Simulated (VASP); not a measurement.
# H4W8C9: single point with PBE+D3(BJ)

System: H4W8C9, a slab with vacuum.

```
W C H
1.0
     5.80720    0.00000    0.00000
    -2.90360    5.02918    0.00000
     0.00000    0.00000   15.24200
W C H
8 9 4
Direct
  0.00000 0.00000 0.06561
  0.99984 0.99983 0.25324
  0.00000 0.50000 0.06561
  0.00004 0.50009 0.25328
  0.50000 0.00000 0.06561
  0.50000 0.99994 0.25307
  0.50000 0.50000 0.06561
  0.50009 0.50014 0.25326
  0.33331 0.16668 0.15200
  0.33331 0.16653 0.32581
  0.33331 0.66661 0.15202
  0.33356 0.66704 0.32603
  0.83338 0.16669 0.15201
  0.83310 0.16650 0.32591
  0.83334 0.66668 0.15205
  0.83327 0.66663 0.32618
  0.54889 0.15680 0.52464
  0.70441 0.32577 0.48816
  0.35364 0.11832 0.50195
  0.56657 0.98041 0.51236
  0.57001 0.20242 0.59494
```

* Program: VASP 6.6.1
* Task: single point
* Functional: PBE
* Dispersion: D3(BJ)
* Potentials or basis: VASP PAW PBE potentials, release 64 (W_sv, C, H)
* Cutoff: 520 eV
* k mesh: 5 × 5 × 1
* Occupations: fermi-dirac, width 0.15 eV
* Spin: no spin polarisation

```
Largest force              : 0.098 eV/Å
Band gap on the k mesh     : zero (bands 76 and 77 overlap by 0.69 eV)
Dispersion energy per atom : -0.236 eV
```

Forces in eV/Å, atoms in the order of the input:
```
W    0.000 -0.001 -0.055
W    0.000 -0.001 -0.037
W   -0.001  0.000 -0.052
W   -0.002  0.001 -0.036
W   -0.001  0.001 -0.071
W   -0.002 -0.001 -0.037
W    0.001 -0.001 -0.053
W   -0.001 -0.001 -0.036
C    0.001 -0.001 -0.003
C    0.001  0.001  0.095
C    0.000  0.001 -0.002
C    0.001 -0.001  0.098
C   -0.002 -0.001 -0.002
C    0.002  0.000  0.096
C    0.000  0.000  0.001
C    0.003  0.002  0.098
C    0.000  0.002  0.002
H    0.005  0.014 -0.009
H   -0.019 -0.002 -0.006
H    0.013 -0.015 -0.004
H    0.001  0.003  0.014
```

Levels at points of the mesh, in eV from the Fermi level:
| k point | band 74 | band 75 | band 76 | band 77 | band 78 | band 79 |
| --- | --- | --- | --- | --- | --- | --- |
| (0.00, 0.00, 0.00) | 0.22 | 0.40 | 0.40 | 0.40 | 1.20 | 1.32 |

Run time: 25 min on 1 thread of Intel(R) Xeon(R) Platinum 8259CL CPU @ 2.50GHz (Skylake/Cascade Lake), on a shared host, peak memory 0.77 GiB.

Caveat: there is no dipole correction, which matters where the two faces differ; spin-orbit coupling is left out, which moves the levels of the heavy elements.
